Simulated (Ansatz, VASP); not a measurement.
**Two plane-wave programs on H3C19**

```
C H
1.0
     7.39800    0.00000    0.00000
    -3.69900    6.40686    0.00000
     0.00000    0.00000   11.00000
C H
19 3
Direct
  0.01706 0.03634 0.07071
  0.23913 0.14737 0.07126
  0.01746 0.37083 0.06891
  0.23956 0.48137 0.06352
  0.01745 0.70228 0.06893
  0.23959 0.81385 0.06354
  0.35116 0.03595 0.06897
  0.57065 0.14349 0.07622
  0.35111 0.37080 0.06895
  0.57059 0.48276 0.07622
  0.35039 0.70300 0.06255
  0.57204 0.81383 0.06356
  0.68259 0.03593 0.06897
  0.90604 0.14740 0.07125
  0.68372 0.36968 0.11248
  0.90995 0.48284 0.07619
  0.68257 0.70224 0.06896
  0.90599 0.81424 0.07123
  0.68368 0.36962 0.25723
  0.52227 0.28368 0.29074
  0.76952 0.29413 0.29073
  0.75924 0.53087 0.29073
```

Alike in both runs: functional PBE; k mesh 2 × 2 × 1; occupations fermi-dirac, width 0.02 eV; collinear spin.

Ansatz relaxed the structure, and its values are those at the end. VASP's run is a single point on that final structure, the one shown.

|  | VASP | Ansatz |
| --- | --- | --- |
| version | VASP 6.6.1 | Ansatz 0.2.0 |
| potentials or method | VASP PAW PBE potentials, release 64 (C, H), cutoff 520 eV | scalar-relativistic, plane waves, PAW |
| valence electrons in the cell | 79 | 79 |

Ansatz gave:

```
rms of the force components (eV/Å)                            : 0.011
net moment per atom (μB)                                      : 0.05
size of the moment on the site where the two differ most (μB) : 0.09
```

What did VASP give for the same quantities?

rms of the force components (eV/Å): 0.010; net moment per atom (μB): 0.05; size of the moment on the site where the two differ most (μB): 0.13.

Site moments also hang on the region over which each program counts them. Ansatz's warnings: filled band counts differ across k points, seeded moment not kept, xc potential rough in thin density.

The k mesh is coarse, so the values compare programs but aren't converged.
